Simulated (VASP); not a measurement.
# Zn2C (fluorite type) in VASP: notebook

The runs below take Zn2C (fluorite type) through electric field gradients, with PBE.

Program: VASP 6.6.1. These are calculated values, not measurements. Logs are shortened: lines on timing, memory, paths and dates and some standing lists are left out, and cuts for length are marked.

## Step 1: The cell of the first run

It takes space group I4/mmm (No. 139, tetragonal). Conventional cell: a = 3.610 Å, b = 3.610 Å, c = 5.209 Å, α = 90.00°, β = 90.00°, γ = 90.00°. Within 2.9 Å of C (site symmetry 4/mmm) lie 8 Zn at 2.23 Å. Within 2.9 Å of Zn (site symmetry -4m2) lie 4 C at 2.23 Å and 6 Zn at 2.55 to 2.60 Å.

## Step 2: Electric field gradients, PBE (x and y stretched by -2 %, z held)

INCAR reads:

```
  PREC = Accurate
  ENCUT = 520
  EDIFF = 1E-8
  ISMEAR = -1
  SIGMA = 0.08
  LREAL = F
  LASPH = T
  NELM = 100
  ALGO = Normal
  ISIF = 2
  LWAVE = F
  LCHARG = F
  GGA = PE
  LEFG = T
  NBANDS = 21
```

KPOINTS reads:

```
regular mesh
0
Gamma
  11 11 11
```

POSCAR reads:

```
Zn2C
1.0
    0.0000000000      2.5523370305      2.6044255414
    2.5523370305      0.0000000000      2.6044255414
    2.5523370305      2.5523370305      0.0000000000
C Zn
1 2
Direct
    0.0000000000      0.0000000000      0.0000000000
    0.2500000000      0.2500000000      0.2500000000
    0.7500000000      0.7500000000      0.7500000000
```

Potentials or basis: VASP PAW PBE potentials, release 64 (C, Zn).

On the command line:

```bash
$ cat potpaw_PBE.64/C/POTCAR potpaw_PBE.64/Zn/POTCAR > POTCAR
$ mpirun -np 1 vasp_std > vasp.out
```

OUTCAR:

```text
PREC = Accurate
   ENCUT = 520
   EDIFF = 1E-8
   ISMEAR = -1
   LREAL = F
   LASPH = T
   NELM = 100
   ISIF = 2
   GGA = PE

 ion  position               nearest neighbor table
   1  0.000  0.000  0.000-   3 2.23   3 2.23   3 2.23   2 2.23   3 2.23   2 2.23   2 2.23   2 2.23

   2  0.250  0.250  0.250-   1 2.23   1 2.23   1 2.23   1 2.23   3 2.55   3 2.55   3 2.55   3 2.55
                             3 2.60   3 2.60
   3  0.750  0.750  0.750-   1 2.23   1 2.23   1 2.23   1 2.23   2 2.55   2 2.55   2 2.55   2 2.55
                             2 2.60   2 2.60

  LATTYP: Found a body centered tetragonal cell.
 ALAT       =     3.6095496443
 C/A-ratio  =     1.4430750637

  Lattice vectors:

 A1 = (  -2.5523370305,   0.0000000000,   2.6044255414)
 A2 = (   2.5523370305,   0.0000000000,   2.6044255414)
 A3 = (   0.0000000000,   2.5523370305,  -2.6044255414)

Analysis of symmetry for initial positions (statically):
=====================================================================
 Subroutine PRICEL returns:
 Original cell was already a primitive cell.

 Routine SETGRP: Setting up the symmetry group for a
 body centered tetragonal supercell.

 Subroutine GETGRP returns: Found 16 space group operations
 (whereof 16 operations were pure point group operations)
 out of a pool of 16 trial point group operations.

The static configuration has the point symmetry D_4h.

Analysis of symmetry for dynamics (positions and initial velocities):
=====================================================================
 Subroutine PRICEL returns:
 Original cell was already a primitive cell.

 Routine SETGRP: Setting up the symmetry group for a
 body centered tetragonal supercell.

 Subroutine GETGRP returns: Found 16 space group operations
 (whereof 16 operations were pure point group operations)
 out of a pool of 16 trial point group operations.

The dynamic configuration has the point symmetry D_4h.

 Subroutine INISYM returns: Found 16 space group operations
 (whereof 16 operations are pure point group operations),
 and found     1 'primitive' translations

----------------------------------------------------------------------------------------

                                     Primitive cell

  volume of cell :      33.9327

  direct lattice vectors                    reciprocal lattice vectors
     0.000000000  2.552337030  2.604425541    -0.195898893  0.195898893  0.191980916
     2.552337030  0.000000000  2.604425541     0.195898893 -0.195898893  0.191980916
     2.552337030  2.552337030  0.000000000     0.195898893  0.195898893 -0.191980916

  length of vectors
     3.646567800  3.646567800  3.609549644     0.337059972  0.337059972  0.337059972

  position of ions in fractional coordinates (direct lattice)
     0.000000000  0.000000000  0.000000000
     0.250000000  0.250000000  0.250000000
     0.750000000  0.750000000  0.750000000

  ion indices of the primitive-cell ions
   primitive index   ion index
                 1           1
                 2           2
                 3           3

----------------------------------------------------------------------------------------

 KPOINTS: regular mesh

Automatic generation of k-mesh.
 Grid dimensions read from file:
 generate k-points for:   11   11   11

 Generating k-lattice:

  Cartesian coordinates                     Fractional coordinates (reciprocal lattice)
    -0.017808990  0.017808990  0.017452811     0.090909091  0.000000000  0.000000000
     0.017808990 -0.017808990  0.017452811     0.000000000  0.090909091  0.000000000
     0.017808990  0.017808990 -0.017452811    -0.000000000 -0.000000000  0.090909091

  Length of vectors
     0.030641816  0.030641816  0.030641816

  Shift w.r.t. Gamma in fractional coordinates (k-lattice)
     0.000000000  0.000000000  0.000000000

 Subroutine IBZKPT returns following result:
 ===========================================

 Found    126 irreducible k-points:

 Following reciprocal coordinates:
            Coordinates               Weight
  0.000000  0.000000  0.000000      1.000000
  0.090909 -0.000000  0.000000      8.000000
  0.181818 -0.000000  0.000000      8.000000
  0.272727  0.000000  0.000000      8.000000
  0.363636  0.000000  0.000000      8.000000
  0.454545 -0.000000  0.000000      8.000000
[... 16 lines left out ...]
 -0.272727  0.181818  0.000000      8.000000
 -0.181818  0.181818  0.000000      4.000000
 [... further k-points ...]
   k-points           NKPTS =    126   k-points in BZ     NKDIM =    126   number of bands    NBANDS=     21
   number of dos      NEDOS =    301   number of ions     NIONS =      3
   total plane-waves  NPLWV =  21952
   dimension x,y,z NGX =    28 NGY =   28 NGZ =   28
   dimension x,y,z NGXF=    56 NGYF=   56 NGZF=   56
   ions per type =               1   2
   NGX,Y,Z   is equivalent  to a cutoff of  12.77, 12.77, 12.90 a.u.
   NGXF,Y,Z  is equivalent  to a cutoff of  25.53, 25.53, 25.79 a.u.
 SYSTEM =  unknown system
   PREC   = accura    normal or accurate (medium, high low for compatibility)
   ISTART =      0    job   : 0-new  1-cont  2-samecut
   ICHARG =      2    charge: 1-file 2-atom 10-const
   ISPIN  =      1    spin polarized calculation?
   LNONCOLLINEAR =      F non collinear calculations
   LSORBIT =      F    spin-orbit coupling
   LASPH  =      T    aspherical Exc in radial PAW
   ENCUT  =  520.0 eV  38.22 Ry    6.18 a.u.   6.78  6.78  6.71*2*pi/ulx,y,z
   NELM   =    100;   NELMIN=  2; NELMDL= -5     # of ELM steps
   EDIFF  = 0.1E-07   stopping-criterion for ELM
   LREAL  =      F    real-space projection
   EDIFFG = 0.1E-06   stopping-criterion for IOM
   NSW    =      0    number of steps for IOM
   IBRION =     -1    ionic relax: 0-MD 1-quasi-New 2-CG
   NFREE  =      0    steps in history (QN), initial steepest desc. (CG)
   ISIF   =      2    stress and relaxation
   ISYM   =      2    0-nonsym 1-usesym 2-fastsym
   POTIM  = 0.5000    time-step for ionic-motion
   TEBEG  =    0.0;   TEEND  =   0.0 temperature during run
   PSTRESS=    0.0 pullay stress
   NELECT =      28.0000    total number of electrons
   NUPDOWN=      -1.0000    fix difference up-down
   EMIN   =  10.00;   EMAX   =-10.00  energy-range for DOS
   EFERMI =   0.00;   METHOD = LEGACY
   ISMEAR =    -1;   SIGMA  =   0.08  broadening in eV -4-tet -1-fermi 0-gaus
   EFERMI_NEDOS =   21; number of points for ismear=-14 and -15
   IALGO  =     38    algorithm
   IMIX   =      4    mixing-type and parameters
     AMIX     =   0.40;   BMIX     =  1.00
     AMIX_MAG =   1.60;   BMIX_MAG =  1.00
  volume/ion in A,a.u.               =      11.31        76.33
  Fermi-wavevector in a.u.,A,eV,Ry     =   1.535518  2.901708 32.080018  2.357815
  Thomas-Fermi vector in A             =   2.642295
   LORBIT       =      0    0 simple, 1 ext, 2 COOP (PROOUT), +10 PAW based schemes
   GGA     = PE    functional components
   LHFCALC =     F    Hartree Fock is set to
   AEXX    =    0.0000 exact exchange contribution
   IVDW    =     0    specifies the selected vdW correction
   LEPSILON=     F    determine dielectric tensor
   LRPA    =     F    only Hartree local field effects (RPA)
 non-spin polarized calculation
  energy-cutoff  :      520.00
  volume of cell :       33.93
 maximum number of plane-waves:       934
   NGX = 13   NGY = 13   NGZ = 13

 number of electron      27.9999994 magnetization

 Free energy of the ion-electron system (eV)
  ---------------------------------------------------
  ext. energy  EPLUGINS =         0.00000000
  ---------------------------------------------------
  free energy    TOTEN  =        -9.23611061 eV

  energy without entropy =       -9.23559505  energy(sigma->0) =       -9.23585283

 E-fermi :   4.9501     XC(G=0): -12.1265

 val. band max:        4.8161222725   @ k =   0.0000   0.0000   0.0000
 cond. band min:       5.5282813220   @ k =   0.0909  -0.0000   0.0000
 fundamental gap:      0.7121590494
 Fermi energy:         4.9501020665

 k-point     1 :       0.0000    0.0000    0.0000
  band No.  band energies     occupation
      1      -9.4057      2.00000
      2      -4.0540      2.00000
      3      -3.9794      2.00000
      4      -3.9794      2.00000
      5      -3.8186      2.00000
      6      -3.7627      2.00000
[... 13 lines left out ...]
     20      15.5112      0.00000
     21      16.1189      0.00000

 k-point     2 :       0.0909   -0.0000    0.0000
  band No.  band energies     occupation
      1      -9.2959      2.00000
      2      -4.0406      2.00000
      3      -3.9715      2.00000
      4      -3.9554      2.00000
      5      -3.7829      2.00000
      6      -3.7325      2.00000
[... 13 lines left out ...]
     20      15.1205      0.00000
     21      15.4686      0.00000

 k-point     3 :       0.1818   -0.0000    0.0000
  band No.  band energies     occupation
      1      -8.9785      2.00000
      2      -4.0324      2.00000
      3      -3.9096      2.00000
      4      -3.8845      2.00000
      5      -3.6799      2.00000
      6      -3.6430      2.00000
[... 13 lines left out ...]
     20      14.6913      0.00000
     21      14.7084      0.00000

 k-point     4 :       0.2727    0.0000    0.0000
  band No.  band energies     occupation
      1      -8.4983      2.00000
      2      -4.0153      2.00000
      3      -3.7909      2.00000
      4      -3.7711      2.00000
      5      -3.5225      2.00000
      6      -3.4996      2.00000
[... 13 lines left out ...]
     20      14.6394      0.00000
     21      14.6424      0.00000

 k-point     5 :       0.3636    0.0000    0.0000
  band No.  band energies     occupation
      1      -7.9600      2.00000
      2      -3.9400      2.00000
      3      -3.6470      2.00000
      4      -3.6285      2.00000
      5      -3.3322      2.00000
      6      -3.3181      2.00000
[... 13 lines left out ...]
     20      15.4090      0.00000
     21      15.5262      0.00000
[... 382 lines left out ...]
     20      16.3908      0.00000
     21      16.4736      0.00000

 k-point    22 :      -0.3636    0.1818    0.0000
  band No.  band energies     occupation
      1      -7.4430      2.00000
      2      -3.7800      2.00000
      3      -3.5376      2.00000
      4      -3.4702      2.00000
      5      -3.2587      2.00000
      6      -3.0955      2.00000
[... 13 lines left out ...]
     20      15.3717      0.00000
     21      16.4476      0.00000

 k-point    23 :      -0.2727    0.1818    0.0000
  band No.  band energies     occupation
      1      -7.8474      2.00000
      2      -3.9620      2.00000
      3      -3.6256      2.00000
      4      -3.5030      2.00000
      5      -3.4006      2.00000
      6      -3.2268      2.00000
[... 13 lines left out ...]
     20      15.9463      0.00000
     21      16.8089      0.00000

 k-point    24 :      -0.1818    0.1818    0.0000
  band No.  band energies     occupation
      1      -8.3324      2.00000
      2      -4.0454      2.00000
      3      -3.7662      2.00000
      4      -3.6149      2.00000
      5      -3.5457      2.00000
      6      -3.4140      2.00000
[... 13 lines left out ...]
     20      15.6256      0.00000
     21      16.5306      0.00000

 [... further k-points ...]

------------------------ aborting loop because EDIFF is reached ----------------------------------------

  FORCE on cell =-STRESS in cart. coord.  units (eV):
  Direction    XX          YY          ZZ          XY          YZ          ZX
  --------------------------------------------------------------------------------------
  -------------------------------------------------------------------------------------
  Total        1.7359258      1.7359258      0.6667360      0.0000000     -0.0000000      0.0000000
  in kB       81.9641152     81.9641152     31.4808558      0.0000000     -0.0000000      0.0000000
  external PRESSURE =      65.1363621 kB  Pullay stress =       0.0000000 kB

 VOLUME and BASIS-vectors are now :
 -----------------------------------------------------------------------------
  energy-cutoff  :      520.00
  volume of cell :       33.93
      direct lattice vectors                 reciprocal lattice vectors
     0.000000000  2.552337030  2.604425541    -0.195898893  0.195898893  0.191980916
     2.552337030  0.000000000  2.604425541     0.195898893 -0.195898893  0.191980916
     2.552337030  2.552337030  0.000000000     0.195898893  0.195898893 -0.191980916

 POSITION                                       TOTAL-FORCE (eV/Angst)
 -----------------------------------------------------------------------------------
      0.00000      0.00000      0.00000         0.000000      0.000000      0.000000
      1.27617      1.27617      1.30221         0.000000      0.000000     -0.000000
      3.82851      3.82851      3.90664        -0.000000     -0.000000     -0.000000
 -----------------------------------------------------------------------------------
    total drift:                                0.000000      0.000000      0.000000

  FREE ENERGIE OF THE ION-ELECTRON SYSTEM (eV)
  ---------------------------------------------------
  free  energy   TOTEN  =        -9.2361106114 eV

  energy  without entropy=       -9.2355950483  energy(sigma->0) =       -9.23585283

 Electric field gradients (V/A^2)
---------------------------------------------------------------------
 ion       V_xx      V_yy      V_zz      V_xy      V_xz      V_yz
---------------------------------------------------------------------
   1      -1.188    -1.188     2.376     0.000     0.000     0.000
   2      -0.319    -0.319     0.637     0.006     0.004     0.004
   3      -0.319    -0.319     0.637     0.006     0.004     0.004
---------------------------------------------------------------------

 Electric field gradients after diagonalization (V/A^2)
 (convention: |V_zz| > |V_xx| > |V_yy|)
----------------------------------------------------------------------
 ion       V_xx      V_yy      V_zz     asymmetry (V_yy - V_xx)/ V_zz
----------------------------------------------------------------------
   1      -1.188    -1.188     2.376       0.000
   2      -0.325    -0.312     0.637       0.019
   3      -0.325    -0.312     0.637       0.019
----------------------------------------------------------------------

           NMR quadrupolar parameters

 Cq : quadrupolar parameter    Cq=e*Q*V_zz/h
 eta: asymmetry parameters     (V_yy - V_xx)/ V_zz
 Q  : nuclear electric quadrupole moment in mb (millibarn)
----------------------------------------------------------------------
 ion       Cq(MHz)       eta       Q (mb)
----------------------------------------------------------------------
   1       0.006       0.000       1.000
   2       0.002       0.019       1.000
   3       0.002       0.019       1.000
----------------------------------------------------------------------
```

It took 42 s on 1 thread of Intel Xeon 6975P-C (Granite Rapids), shared host; peak memory 0.21 GiB.

What came out:

* Free energy: -9.2361 eV
* Pressure: 6.5 GPa
* Band gap on the k mesh: zero (filled and empty bands touch)

Stress tensor (GPa, compression positive):
```
8.20 0.00 0.00
0.00 8.20 0.00
0.00 0.00 3.15
```

Electric field gradients, principal values (V/Å²):
| atom | least | middle | greatest (by size) |
| --- | --- | --- | --- |
| 1 C | -1.188 | -1.188 | 2.376 |
| 2 Zn | -0.312 | -0.325 | 0.637 |
| 3 Zn | -0.312 | -0.325 | 0.637 |

Caveat: the cell differs from its parent crystal (x and y stretched by -2 %, z held); without QUAD_EFG the Cq values of the log hold for a quadrupole moment of 1 mb, not for the nuclei.

(Part 1 of 3 ends here.)
